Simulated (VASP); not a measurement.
**Sc2H3F3: single point with PBE**

The system is Sc2H3F3.

```xyz
8
Lattice="3.9988 0.0000 0.0000 0.0000 3.9988 0.0000 0.0000 0.0000 7.9476" Properties=species:S:1:pos:R:3 pbc="T T T"
Sc    0.0000    0.0000    6.0134
Sc    0.0000    0.0000    1.9341
H     1.9994    0.0000    6.1971
H     0.0000    1.9994    1.7504
H     0.0000    0.0000    0.0000
F     1.9994    0.0000    1.9611
F     0.0000    1.9994    5.9865
F     0.0000    0.0000    3.9738
```

```
Program                : VASP 6.6.1
Task                   : single point
Functional             : PBE
Potentials or basis    : VASP PAW PBE potentials, release 64 (Sc_sv, H, F)
Cutoff                 : 520 eV
k mesh                 : 6 × 6 × 4
Occupations            : gaussian, width 0.02 eV
Spin                   : no spin polarisation
Dipole correction      : no
Further INCAR settings : ALGO = Normal; EDIFF = 1e-06; NBANDS = 33
```

```yaml
Pressure: 0.2 GPa
Largest_force: 0.060 eV/Å
Band_gap_on_the_k_mesh: 3.34 eV, indirect (the least direct gap lies 1.7 meV higher)
```

Forces in eV/Å, atoms in the order of the input:
```
Sc   0.000  0.000  0.060
Sc   0.000  0.000 -0.060
H    0.000  0.000  0.003
H    0.000  0.000 -0.003
H    0.000  0.000  0.000
F    0.000  0.000  0.002
F    0.000  0.000 -0.002
F    0.000  0.000  0.000
```

Levels at points of the mesh, in eV from the valence-band top:
| k point | band 19 | band 20 | band 21 | band 22 | band 23 | band 24 | band 25 | band 26 | band 27 | band 28 |
| --- | --- | --- | --- | --- | --- | --- | --- | --- | --- | --- |
| (0.00, 0.00, 0.00) | -3.62 | -3.62 | -2.41 | -1.86 | -0.78 | 3.77 | 3.77 | 3.79 | 3.83 | 3.95 |
| (0.50, 0.00, 0.00) | -3.68 | -3.44 | -1.96 | -0.84 | 0.00 | 3.38 | 3.43 | 3.81 | 4.01 | 4.05 |
| (0.50, 0.50, 0.00) | -3.47 | -3.47 | -0.98 | -0.07 | -0.07 | 3.58 | 3.58 | 4.15 | 4.22 | 4.24 |
| (0.00, 0.00, 0.50) | -3.62 | -3.62 | -2.20 | -1.93 | -0.57 | 3.53 | 3.53 | 3.81 | 3.82 | 4.22 |
| (0.50, 0.00, 0.50) | -3.68 | -3.46 | -1.86 | -0.62 | 0.00 | 3.35 | 3.38 | 3.59 | 4.02 | 4.25 |
| (0.50, 0.50, 0.50) | -3.47 | -3.47 | -0.69 | -0.07 | -0.07 | 3.51 | 3.51 | 4.04 | 4.21 | 4.23 |

Run time: 120 s on 1 thread of Oxide Virtual Turin-like Processor, on a shared host, peak memory 0.23 GiB.

A k mesh can miss the band edges.
